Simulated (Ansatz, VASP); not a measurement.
## H2S in VASP and in Ansatz

File INCAR:

```
SYSTEM = H2S
  ALGO = Normal
  EDIFF = 1E-6
  ENCUT = 400
  GGA = RP
  GGA_COMPAT = .FALSE.
  ISIF = 2
  ISMEAR = 0
  LASPH = .TRUE.
  LCHARG = .TRUE.
  LELF = .TRUE.
  LREAL = .FALSE.
  LVHAR = .TRUE.
  LWAVE = .FALSE.
  NBANDS = 11
  NELM = 120
  NELMDL = -8
  PREC = Accurate
  SIGMA = 0.005
```

Contents of KPOINTS:

```
k-points
0
G
  1 1 1
  0 0 0
```

The input POSCAR:

```
H2S
1.0
   12.3255669104      0.0000000000      0.0000000000
    0.0000000000     12.8255669104      0.0000000000
    0.0000000000      0.0000000000     13.3255669104
S H
1 2
Direct
    0.5294691500      0.5110600700      0.4594833100
    0.5162436300      0.4312875900      0.5244762600
    0.4663476000      0.5742980600      0.5158113300
```

Input for Ansatz:

```yaml
crystal:
  lattice:
    - [12.3255669104, 0.0, 0.0]
    - [0.0, 12.8255669104, 0.0]
    - [0.0, 0.0, 13.3255669104]
  atoms:
    - { symbol: S, position: [0.52946915, 0.51106007, 0.45948331] }
    - { symbol: H, position: [0.51624363, 0.43128759, 0.52447626] }
    - { symbol: H, position: [0.4663476, 0.57429806, 0.51581133] }
hamiltonian:
  xc: rpbe
kpoints:
  mp_grid: { grid: [1, 1, 1] }
scf:
  occupations: { method: gaussian, width: 0.005 }
  max_iter: 140
  lower_state_search: "off"
output:
  forces: true
```

Alike in both runs: task single point; functional RPBE; k mesh 1 × 1 × 1; occupations gaussian, width 0.005 eV; no spin polarisation.

```csv
,VASP,Ansatz
version,VASP 6.6.1,Ansatz 0.2.0
potentials or method,"VASP PAW PBE potentials, release 64 (S, H)","scalar-relativistic, plane waves, PAW"
plane-wave cutoff (eV),400,420
valence electrons in the cell,8,8
```

|  | VASP | Ansatz | Ansatz less VASP |
| --- | --- | --- | --- |
| rms of the force components (eV/Å) | 0.016 | 0.026 | +0.0096 |

VASP's potentials were made for PBE, not for RPBE. Atom by atom the forces differ by 0.036 eV/Å (rms over components).
